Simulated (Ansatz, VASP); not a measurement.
**Two plane-wave programs on Te**

INCAR

```
PREC     = Accurate       # precision mode
ENCUT    = 600            # plane-wave cutoff, eV
EDIFF    = 1E-6           # SCF threshold, eV
ISMEAR   = 0              # smearing method
SIGMA    = 0.01           # smearing width, eV
LREAL    = F              # projectors in reciprocal space
LASPH    = T              # aspherical terms in the spheres
NELM     = 60             # most SCF steps
ALGO     = Normal         # electronic algorithm
ISIF     = 3              # what is computed and relaxed
LWAVE    = F              # write WAVECAR
LCHARG   = F              # write CHGCAR
GGA      = PE             # functional
IBRION   = 2              # ionic algorithm
NSW      = 100            # ionic steps
EDIFFG   = -0.005         # ionic threshold
```

File KPOINTS:

```
regular mesh
0
Gamma
  12 12 6
```

POSCAR

```
Te
1.0
    4.5513861777      0.0000000000      0.0000000000
   -2.2756930889      3.9416160523      0.0000000000
    0.0000000000      0.0000000000      5.9316231323
Te
3
Direct
    0.7331015015      0.0000000000      0.3333333333
    0.0000000000      0.7331015015      0.6666666667
    0.2668984985      0.2668984985      0.0000000000
```

Input for Ansatz:

```yaml
crystal:
  lattice:
    - [4.5513861777, 0.0, 0.0]
    - [-2.2756930889, 3.9416160523, 0.0]
    - [0.0, 0.0, 5.9316231323]
  atoms:
    - { symbol: Te, position: [0.7331015015, 0.0, 0.3333333333] }
    - { symbol: Te, position: [0.0, 0.7331015015, 0.6666666667] }
    - { symbol: Te, position: [0.2668984985, 0.2668984985, 0.0] }
basis:
  ecutwfc: 420
kpoints:
  mp_grid: { grid: [12, 12, 6] }
hamiltonian:
  xc: pbe
scf:
  occupations: { method: gaussian, width: 0.01 }
output:
  forces: true
  stress: true
  eigenvalues: true
relax:
  adjacent_minimum: "off"
  f_tol: 0.005
  max_steps: 80
  cell: { stress_tol: 0.05 }
```

Alike in both runs: task relaxation of cell and atoms; functional PBE; k mesh 12 × 12 × 6; occupations gaussian, width 0.01 eV; no spin polarisation.

|  | VASP | Ansatz |
| --- | --- | --- |
| version | VASP 6.6.1 | Ansatz 0.2.0 |
| potentials or method | VASP PAW PBE potentials, release 64 (Te), cutoff 600 eV | scalar-relativistic, plane waves, PAW |
| valence electrons in the cell | 18 | 48 |

```tsv
	VASP	Ansatz	Ansatz less VASP
gap on the k mesh at the Fermi level, each at its own relaxed structure (eV)	0.21	0.24	+0.027
relaxed volume (Å³/atom)	35.05	35.16	+0.112
relaxed cell length with the largest relative difference (Å)	4.515	4.523	+0.0073
```

VASP's potentials hold 18 valence electrons a cell and Ansatz's 48, so a difference there can come from the potentials and not from the codes.

Neither program's run includes spin-orbit coupling.
